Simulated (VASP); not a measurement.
## NbSb (wurtzite type): relaxation of cell and atoms with PBE

The system is NbSb (wurtzite type).

```
CELL_PARAMETERS angstrom
4.55586 0.00000 0.00000
-2.27793 3.94549 0.00000
0.00000 0.00000 7.42605
ATOMIC_POSITIONS crystal
Nb 0.33333 0.66667 0.00000
Nb 0.66667 0.33333 0.50000
Sb 0.33333 0.66667 0.37600
Sb 0.66667 0.33333 0.87600
```

```yaml
Program: VASP 6.6.1
Task: relaxation of cell and atoms
Functional: PBE
Potentials_or_basis: VASP PAW PBE potentials, release 64 (Nb_sv, Sb)
Cutoff: 600 eV
k_mesh: 8 × 8 × 5
Occupations: fermi-dirac, width 0.05 eV
Spin: no spin polarisation
Dipole_correction: no
Further_INCAR_settings: ALGO = Normal; EDIFF = 1e-06; IBRION = 2; EDIFFG = -0.005; NSW = 100; ISIF = 3
```

| Item | Value |
| --- | --- |
| Relaxed volume | 22.19 Å³/atom |
| Relaxed cell | a = 3.183 Å, b = 3.183 Å, c = 10.119 Å, α = 90.00°, β = 90.00°, γ = 120.00° |
| Space group after relaxing (to 0.05 Å) | P6_3mc (No. 186) |
| Energy gained by relaxing | 570.3 meV/atom |
| Ionic steps | 51 |
| Pressure after relaxing | 0.0 GPa |
| Band gap on the k mesh | zero (band 18 reaches 10.45 eV, above the bottom of band 19 at 9.52 eV) |

The path:
```csv
step,energy change (eV),largest force (eV/Å),pressure (GPa),volume (Å³)
1,0.0000,0.1606,-3.61,133.48
3,-0.0991,0.0258,-0.01,125.46
5,-0.0992,0.0182,-0.06,125.53
7,-0.0994,0.0208,-0.07,125.59
9,-0.1013,0.0452,-0.18,125.72
11,-0.1234,0.1144,-0.58,126.21
13,-0.3311,0.1475,-3.57,127.50
15,-0.3704,0.6652,-5.14,127.74
17,-0.3740,0.7377,-5.43,127.77
19,-0.3740,0.7384,-5.44,127.78
21,-0.3740,0.7408,-5.45,127.78
23,-0.3741,0.7534,-5.52,127.81
25,-0.3741,0.7604,-5.57,127.83
27,-0.3745,0.7610,-5.57,127.82
29,-0.3760,0.7595,-5.58,127.79
31,-0.3821,0.7560,-5.57,127.69
33,-0.4065,0.7417,-5.58,127.26
35,-0.5037,0.6865,-5.59,125.52
37,-0.8861,0.5228,-5.61,118.40
39,-2.2581,0.3948,1.09,87.89
41,-2.2655,0.2752,0.60,87.72
43,-2.2743,0.2165,0.35,88.09
45,-2.2806,0.0657,-0.43,89.04
47,-2.2813,0.0058,0.05,88.74
49,-2.2813,0.0068,0.01,88.75
51,-2.2813,0.0020,-0.01,88.76
```

Final structure:
```yaml
crystal:
  lattice:
    - [3.18264, 0.00000, 0.00000]
    - [-1.59132, 2.75624, 0.00000]
    - [0.00000, 0.00000, 10.11862]
  atoms:
    - { symbol: Nb, position: [0.33333, 0.66667, 0.04889] }
    - { symbol: Nb, position: [0.66667, 0.33333, 0.54889] }
    - { symbol: Sb, position: [0.33333, 0.66667, 0.32711] }
    - { symbol: Sb, position: [0.66667, 0.33333, 0.82711] }
```

Levels at points of the mesh, in eV from the Fermi level:
| k point | band 14 | band 15 | band 16 | band 17 | band 18 | band 19 | band 20 | band 21 |
| --- | --- | --- | --- | --- | --- | --- | --- | --- |
| (0.00, 0.00, 0.00) | -2.11 | 0.22 | 0.22 | 0.24 | 0.24 | 1.53 | 1.53 | 1.83 |
| (0.50, 0.00, 0.00) | -2.60 | -2.04 | -1.59 | -0.62 | -0.18 | 0.21 | 0.71 | 2.68 |

Run time: 22 min on 1 thread of Intel(R) Xeon(R) 6975P-C (Granite Rapids) (shared host), peak memory 0.36 GiB.

Caveat: the volume moved by over 15 % at a fixed basis, so the end points are rough; spin-orbit coupling is left out, which moves the levels of the heavy elements.
